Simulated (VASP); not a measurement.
# Te (Pm-3m) in VASP: notebook, part 3 of 3

VASP 6.6.1.

## Step 5: Single point, PBEsol (volume scaled by 1.04)

INCAR

```
SYSTEM = Te
PREC = Accurate
ENCUT = 520
EDIFF = 1E-6
ISMEAR = -1
SIGMA = 0.1
LREAL = .False.
LASPH = .True.
NELM = 80
ALGO = Normal
ISIF = 2
LWAVE = .False.
LCHARG = .False.
GGA = PS
NBANDS = 9
```

KPOINTS

```
regular mesh
0
Gamma
  11 11 11
  0 0 0
```

POSCAR

```
Te
1.0
    3.1923479952      0.0000000000      0.0000000000
    0.0000000000      3.1923479952      0.0000000000
    0.0000000000      0.0000000000      3.1923479952
Te
1
Direct
    0.0000000000      0.0000000000      0.0000000000
```

Potentials or basis: VASP PAW PBE potentials, release 64 (Te).

Run with:

```bash
$ cat potpaw_PBE.64/Te/POTCAR > POTCAR
$ mpirun -np 1 vasp_std > vasp.out
```

OUTCAR:

```text
SYSTEM = Te
   PREC = Accurate
   ENCUT = 520
   EDIFF = 1E-6
   ISMEAR = -1
   LREAL = .False.
   LASPH = .True.
   NELM = 80
   ISIF = 2
   GGA = PS

 ion  position               nearest neighbor table
   1  0.000  0.000  0.000-

  LATTYP: Found a simple cubic cell.
 ALAT       =     3.1923479952

  Lattice vectors:

 A1 = (   3.1923479952,   0.0000000000,   0.0000000000)
 A2 = (   0.0000000000,   3.1923479952,   0.0000000000)
 A3 = (   0.0000000000,   0.0000000000,   3.1923479952)

Analysis of symmetry for initial positions (statically):
=====================================================================
 Subroutine PRICEL returns:
 Original cell was already a primitive cell.

 Routine SETGRP: Setting up the symmetry group for a
 simple cubic supercell.

 Subroutine GETGRP returns: Found 48 space group operations
 (whereof 48 operations were pure point group operations)
 out of a pool of 48 trial point group operations.

The static configuration has the point symmetry O_h .

Analysis of symmetry for dynamics (positions and initial velocities):
=====================================================================
 Subroutine PRICEL returns:
 Original cell was already a primitive cell.

 Routine SETGRP: Setting up the symmetry group for a
 simple cubic supercell.

 Subroutine GETGRP returns: Found 48 space group operations
 (whereof 48 operations were pure point group operations)
 out of a pool of 48 trial point group operations.

The dynamic configuration has the point symmetry O_h .

 Subroutine INISYM returns: Found 48 space group operations
 (whereof 48 operations are pure point group operations),
 and found     1 'primitive' translations

----------------------------------------------------------------------------------------

                                     Primitive cell

  volume of cell :      32.5335

  direct lattice vectors                    reciprocal lattice vectors
     3.192347995  0.000000000  0.000000000     0.313249057  0.000000000  0.000000000
     0.000000000  3.192347995  0.000000000     0.000000000  0.313249057  0.000000000
     0.000000000  0.000000000  3.192347995     0.000000000  0.000000000  0.313249057

  length of vectors
     3.192347995  3.192347995  3.192347995     0.313249057  0.313249057  0.313249057

  position of ions in fractional coordinates (direct lattice)
     0.000000000  0.000000000  0.000000000

  ion indices of the primitive-cell ions
   primitive index   ion index
                 1           1

----------------------------------------------------------------------------------------

 KPOINTS: regular mesh

Automatic generation of k-mesh.
 Grid dimensions read from file:
 generate k-points for:   11   11   11

 Generating k-lattice:

  Cartesian coordinates                     Fractional coordinates (reciprocal lattice)
     0.028477187  0.000000000  0.000000000     0.090909091  0.000000000  0.000000000
     0.000000000  0.028477187  0.000000000     0.000000000  0.090909091  0.000000000
     0.000000000  0.000000000  0.028477187     0.000000000  0.000000000  0.090909091

  Length of vectors
     0.028477187  0.028477187  0.028477187

  Shift w.r.t. Gamma in fractional coordinates (k-lattice)
     0.000000000  0.000000000  0.000000000

 Subroutine IBZKPT returns following result:
 ===========================================

 Found     56 irreducible k-points:

 Following reciprocal coordinates:
            Coordinates               Weight
  0.000000  0.000000  0.000000      1.000000
  0.090909  0.000000  0.000000      6.000000
  0.181818  0.000000  0.000000      6.000000
  0.272727  0.000000  0.000000      6.000000
  0.363636  0.000000  0.000000      6.000000
  0.454545  0.000000  0.000000      6.000000
[... 16 lines left out ...]
  0.181818  0.090909  0.090909     24.000000
  0.272727  0.090909  0.090909     24.000000
 [... further k-points ...]
   k-points           NKPTS =     56   k-points in BZ     NKDIM =     56   number of bands    NBANDS=      9
   number of dos      NEDOS =    301   number of ions     NIONS =      1
   total plane-waves  NPLWV =  13824
   dimension x,y,z NGX =    24 NGY =   24 NGZ =   24
   dimension x,y,z NGXF=    48 NGYF=   48 NGZF=   48
   ions per type =               1
   NGX,Y,Z   is equivalent  to a cutoff of  12.50, 12.50, 12.50 a.u.
   NGXF,Y,Z  is equivalent  to a cutoff of  25.00, 25.00, 25.00 a.u.
 SYSTEM =  Te
   PREC   = accura    normal or accurate (medium, high low for compatibility)
   ISTART =      0    job   : 0-new  1-cont  2-samecut
   ICHARG =      2    charge: 1-file 2-atom 10-const
   ISPIN  =      1    spin polarized calculation?
   LNONCOLLINEAR =      F non collinear calculations
   LSORBIT =      F    spin-orbit coupling
   LASPH  =      T    aspherical Exc in radial PAW
   ENCUT  =  520.0 eV  38.22 Ry    6.18 a.u.   5.94  5.94  5.94*2*pi/ulx,y,z
   NELM   =     80;   NELMIN=  2; NELMDL= -5     # of ELM steps
   EDIFF  = 0.1E-05   stopping-criterion for ELM
   LREAL  =      F    real-space projection
   EDIFFG = 0.1E-04   stopping-criterion for IOM
   NSW    =      0    number of steps for IOM
   IBRION =     -1    ionic relax: 0-MD 1-quasi-New 2-CG
   NFREE  =      0    steps in history (QN), initial steepest desc. (CG)
   ISIF   =      2    stress and relaxation
   ISYM   =      2    0-nonsym 1-usesym 2-fastsym
   POTIM  = 0.5000    time-step for ionic-motion
   TEBEG  =    0.0;   TEEND  =   0.0 temperature during run
   PSTRESS=    0.0 pullay stress
   NELECT =       6.0000    total number of electrons
   NUPDOWN=      -1.0000    fix difference up-down
   EMIN   =  10.00;   EMAX   =-10.00  energy-range for DOS
   EFERMI =   0.00;   METHOD = LEGACY
   ISMEAR =    -1;   SIGMA  =   0.10  broadening in eV -4-tet -1-fermi 0-gaus
   EFERMI_NEDOS =   21; number of points for ismear=-14 and -15
   IALGO  =     38    algorithm
   IMIX   =      4    mixing-type and parameters
     AMIX     =   0.40;   BMIX     =  1.00
     AMIX_MAG =   1.60;   BMIX_MAG =  1.00
  volume/ion in A,a.u.               =      32.53       219.55
  Fermi-wavevector in a.u.,A,eV,Ry     =   0.931855  1.760951 11.814671  0.868354
  Thomas-Fermi vector in A             =   2.058392
   LORBIT       =      0    0 simple, 1 ext, 2 COOP (PROOUT), +10 PAW based schemes
   GGA     = PS    functional components
   LHFCALC =     F    Hartree Fock is set to
   AEXX    =    0.0000 exact exchange contribution
   IVDW    =     0    specifies the selected vdW correction
   LEPSILON=     F    determine dielectric tensor
   LRPA    =     F    only Hartree local field effects (RPA)
 non-spin polarized calculation
  energy-cutoff  :      520.00
  volume of cell :       32.53
 maximum number of plane-waves:       895
 NGX is ok and might be reduce to    24
   NGX = 11   NGY = 11   NGZ = 11

 number of electron       6.0000001 magnetization

 Free energy of the ion-electron system (eV)
  ---------------------------------------------------
  ext. energy  EPLUGINS =         0.00000000
  ---------------------------------------------------
  free energy    TOTEN  =        -3.50667813 eV

  energy without entropy =       -3.48827205  energy(sigma->0) =       -3.49747509

 E-fermi :   6.3615     XC(G=0):  -9.4521

 val. band max:        6.3527835447   @ k =   0.4545   0.1818   0.1818
 cond. band min:       6.4944438945   @ k =   0.0909   0.0000   0.0000
 fundamental gap:      0.1416603498
 Fermi energy:         6.3615399770

 k-point     1 :       0.0000    0.0000    0.0000
  band No.  band energies     occupation
      1      -7.2924      2.00000
      2       7.5572      0.00001
      3       7.5572      0.00001
      4       7.5572      0.00001
      5      12.4013      0.00000
      6      12.4013      0.00000
      7      12.7021      0.00000
      8      23.8669      0.00000
      9      23.8669      0.00000

 k-point     2 :       0.0909    0.0000    0.0000
  band No.  band energies     occupation
      1      -7.1948      2.00000
      2       6.4944      0.41864
      3       7.6450      0.00001
      4       7.6450      0.00001
      5      12.4926      0.00000
      6      12.6911      0.00000
      7      13.7756      0.00000
      8      22.2582      0.00000
      9      22.2582      0.00000
[... 253 lines left out ...]
 k-point    24 :       0.2727    0.0909    0.0909
  band No.  band energies     occupation
      1      -6.2820      2.00000
      2       2.9797      2.00000
      3       7.2850      0.00020
      4       7.3655      0.00009
      5      14.5014      0.00000
      6      14.5185      0.00000
      7      17.0432      0.00000
      8      17.2913      0.00000
      9      19.7323      0.00000

 [... further k-points ...]
[... 5 lines left out ...]
  --------------------------------------------------------------------------------------
  -------------------------------------------------------------------------------------
  Total       -0.4168614     -0.4168614     -0.4168614      0.0000000      0.0000000      0.0000000
  in kB      -20.5291809    -20.5291809    -20.5291809      0.0000000      0.0000000      0.0000000
  external PRESSURE =     -20.5291809 kB  Pullay stress =       0.0000000 kB

 VOLUME and BASIS-vectors are now :
 -----------------------------------------------------------------------------
  energy-cutoff  :      520.00
  volume of cell :       32.53
      direct lattice vectors                 reciprocal lattice vectors
     3.192347995  0.000000000  0.000000000     0.313249057  0.000000000  0.000000000
     0.000000000  3.192347995  0.000000000     0.000000000  0.313249057  0.000000000
     0.000000000  0.000000000  3.192347995     0.000000000  0.000000000  0.313249057

 POSITION                                       TOTAL-FORCE (eV/Angst)
 -----------------------------------------------------------------------------------
      0.00000      0.00000      0.00000         0.000000      0.000000      0.000000
 -----------------------------------------------------------------------------------
    total drift:                               -0.000000      0.000000      0.000000

  FREE ENERGIE OF THE ION-ELECTRON SYSTEM (eV)
  ---------------------------------------------------
  free  energy   TOTEN  =        -3.5066781339 eV

  energy  without entropy=       -3.4882720473  energy(sigma->0) =       -3.49747509
```

OSZICAR:

```text
N       E                     dE             d eps       ncg     rms          rms(c)
DAV:   1     0.976069295384E+01    0.97607E+01   -0.23675E+03  1008   0.509E+02
DAV:   2    -0.316140394470E+01   -0.12922E+02   -0.12551E+02  1351   0.684E+01
DAV:   3    -0.350351435796E+01   -0.34211E+00   -0.33789E+00  1210   0.109E+01
DAV:   4    -0.350604503785E+01   -0.25307E-02   -0.25300E-02  1452   0.111E+00
DAV:   5    -0.350605785102E+01   -0.12813E-04   -0.12813E-04  1224   0.652E-02    0.764E+00
DAV:   6    -0.350639722875E+01   -0.33938E-03   -0.69449E-04  1347   0.158E-01    0.466E+00
DAV:   7    -0.350667569091E+01   -0.27846E-03   -0.15574E-03  1100   0.234E-01    0.988E-02
DAV:   8    -0.350667728593E+01   -0.15950E-05   -0.45757E-05  1247   0.406E-02    0.361E-02
DAV:   9    -0.350667831400E+01   -0.10281E-05   -0.59156E-06  1271   0.132E-02    0.180E-02
DAV:  10    -0.350667813385E+01    0.18015E-06   -0.24764E-07   735   0.293E-03
   1 F= -.35066781E+01 E0= -.34974751E+01  d E =-.184061E-01
```

Run time: 4.5 s. Hardware: 1 thread of Intel Xeon Platinum 8488C (Sapphire Rapids), shared host; peak memory 0.14 GiB.

What came out:

```yaml
Free_energy: -3.5067 eV
Pressure: -2.1 GPa
Band_gap_on_the_k_mesh: zero (band 3 reaches 8.90 eV, above the bottom of band 4 at 3.48 eV)
```

Levels at points of the mesh, in eV from the Fermi level:
```csv
k point,band 1,band 2,band 3,band 4,band 5,band 6,band 7,band 8
"(0.00, 0.00, 0.00)",-13.65,1.20,1.20,1.20,6.04,6.04,6.34,17.51
```

Caveat: the PAW data sets were made with another functional, which shifts forces and pressure a little; spin-orbit coupling is left out, which moves the levels of the heavy elements.

## Step 6: The runs side by side

| cell | k mesh | gap on the mesh (eV) | pressure (GPa) |
| --- | --- | --- | --- |
| a = 3.151 Å, 1 atom | 10 × 10 × 10 | none | 0.0 |
| a = 3.108 Å, 1 atom | 11 × 11 × 11 | none | 2.7 |
| a = 3.151 Å, 1 atom | 11 × 11 × 11 | none | 0.1 |
| a = 3.192 Å, 1 atom | 11 × 11 × 11 | none | -2.1 |

Alike in all rows: task single point; level PBEsol; potentials or basis VASP PAW PBE potentials, release 64 (Te); no spin polarisation; cutoff (eV) 520; smearing fermi-dirac 0.1 eV.

Caveats: the PAW data sets were made with another functional, which shifts forces and pressure a little; spin-orbit coupling is left out, which moves the levels of the heavy elements.

Total energies depend on the potentials used, so only differences within one code and one set of settings carry meaning.
